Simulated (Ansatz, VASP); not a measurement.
## CaS: VASP beside Ansatz

```
CELL_PARAMETERS angstrom
0.00000 2.78980 2.78980
2.78980 0.00000 2.78980
2.78980 2.78980 0.00000
ATOMIC_POSITIONS crystal
Ca 0.00000 0.00000 0.00000
S 0.50000 0.50000 0.50000
```

Alike in both runs: task single point; functional r2SCAN; k mesh 6 × 6 × 6; no spin polarisation.

|  | VASP | Ansatz |
| --- | --- | --- |
| version | VASP 6.6.1 | Ansatz 0.2.0 |
| potentials or method | VASP PAW PBE potentials, release 64 (Ca_sv, S) | plane waves, PAW |
| plane-wave cutoff (eV) | 550 | 500 |
| occupations | gaussian, width 0.01 eV | fixed |
| valence electrons in the cell | 16 | 16 |

VASP gave:

| Quantity | Value |
| --- | --- |
| gap on the k mesh at the Fermi level (eV) | 2.65 |
| pressure (GPa) | 4.7 |

Problem. Which values does Ansatz return?

Solution. gap on the k mesh at the Fermi level (eV): 2.65; pressure (GPa): 4.3.

VASP's potentials were made for PBE, not for r2SCAN.
